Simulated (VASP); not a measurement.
Set up this calculation in VASP 6.6.1, as the native input.

```
Task                   : relaxation of the atoms
Functional             : r2SCAN
Potentials or basis    : VASP PAW PBE potentials, release 64 (Ti_sv, B)
Cutoff                 : 500 eV
k mesh                 : 13 × 13 × 10
Occupations            : fermi-dirac, width 0.1 eV
Spin                   : no spin polarisation
Dipole correction      : no
Further INCAR settings : ALGO = Normal; EDIFF = 1e-07; IBRION = 2; EDIFFG = -0.01; NSW = 50
```

The system is TiB2.

```
Ti B
1.0
     3.02490    0.00000    0.00000
    -1.51245    2.61964    0.00000
     0.00000    0.00000    3.22434
Ti B
1 2
Direct
  0.00000 0.00000 0.00000
  0.33333 0.66667 0.50000
  0.66667 0.33333 0.50000
```

These files were run (other wordings do the same):

POSCAR

```
TiB2
1.0
    3.0248997900      0.0000000000      0.0000000000
   -1.5124499000      2.6196400600      0.0000000000
    0.0000000000      0.0000000000      3.2243443000
Ti B
1 2
Direct
    0.0000000000      0.0000000000      0.0000000000
    0.3333333300      0.6666666700      0.5000000000
    0.6666666700      0.3333333300      0.5000000000
```

INCAR.step1

```
SYSTEM = TiB2
ALGO = Normal ; EDIFF = 1E-5
EDIFFG = -0.01 ; ENCUT = 500
GGA = PE ; GGA_COMPAT = .False.
IBRION = 2 ; ISMEAR = -1
LASPH = .True. ; LCHARG = .False.
LREAL = .False. ; LWAVE = .True.
NELM = 120 ; NELMIN = 4
NSW = 100 ; PREC = Accurate
SIGMA = 0.1
```

INCAR.step2

```
SYSTEM = TiB2
ALGO = Normal ; EDIFF = 1E-7
EDIFFG = -0.01 ; ENCUT = 500
GGA_COMPAT = .False. ; IBRION = 2
ISIF = 2 ; ISMEAR = -1
ISTART = 1 ; LASPH = .True.
LCHARG = .False. ; LMIXTAU = .True.
LREAL = .False. ; LWAVE = .False.
METAGGA = R2SCAN ; NELM = 120
NELMIN = 4 ; NSW = 50
PREC = Accurate ; SIGMA = 0.1
```

KPOINTS

```
k-points
0
Gamma
  13 13 10
  0 0 0
```

Potentials or basis: VASP PAW PBE potentials, release 64 (Ti_sv, B).

Launch:

```bash
$ cat potpaw_PBE.64/Ti_sv/POTCAR potpaw_PBE.64/B/POTCAR > POTCAR
$ cp INCAR.step1 INCAR
$ mpirun -np 1 vasp_std > vasp.out
$ cp INCAR.step2 INCAR
$ mpirun -np 1 vasp_std > vasp.out
```

It gave:

```json
{
 "Pressure after relaxing": "0.7 GPa",
 "Band gap on the k mesh": "zero (bands 9 and 10 overlap by 0.55 eV)"
}
```

Caveat: the relaxation stopped at its first step, so nothing moved; the PAW data sets were made with another functional, which shifts forces and pressure a little.

Run time: 2 min on 1 thread of Intel(R) Xeon(R) Platinum 8488C (Sapphire Rapids), with other jobs on the host, peak memory 0.17 GiB.
